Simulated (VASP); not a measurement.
# Al: elastic constants with PBE

Crystal: Al.

```
CELL_PARAMETERS angstrom
0.00000 2.02214 2.02214
2.02214 0.00000 2.02214
2.02214 2.02214 0.00000
ATOMIC_POSITIONS crystal
Al 0.00000 0.00000 0.00000
```

| Item | Value |
| --- | --- |
| Program | VASP 6.6.1 |
| Task | elastic constants |
| Functional | PBE |
| Potentials or basis | VASP PAW PBE potentials, release 64 (Al) |
| Cutoff | 600 eV |
| k mesh | 12 × 12 × 12 |
| Occupations | gaussian, width 0.1 eV |
| Spin | no spin polarisation |
| Dipole correction | no |
| Ions in elastic constants | relaxed |
| Further INCAR settings | ALGO = Normal; EDIFF = 1e-08; IBRION = 6; POTIM = 0.015; NSW = 1; ISIF = 3 |

- Elastic constants C11, C12, C44: 94, 69, 69 GPa
- Voigt bulk modulus: 77 GPa

Elastic tensor in Voigt notation (GPa, in the Cartesian axes of the cell as first typed):
```
94 69 69  0  0  0
69 94 69  0  0  0
69 69 94  0  0  0
 0  0  0 69  0  0
 0  0  0  0 69  0
 0  0  0  0  0 69
```

Clamped-ion elastic tensor (GPa):
```
94 69 69  0  0  0
69 94 69  0  0  0
69 69 94  0  0  0
 0  0  0 69  0  0
 0  0  0  0 69  0
 0  0  0  0  0 69
```

Run time: 3.5 min on 1 thread of Intel Xeon 8259CL, on a shared host, peak memory 0.21 GiB.
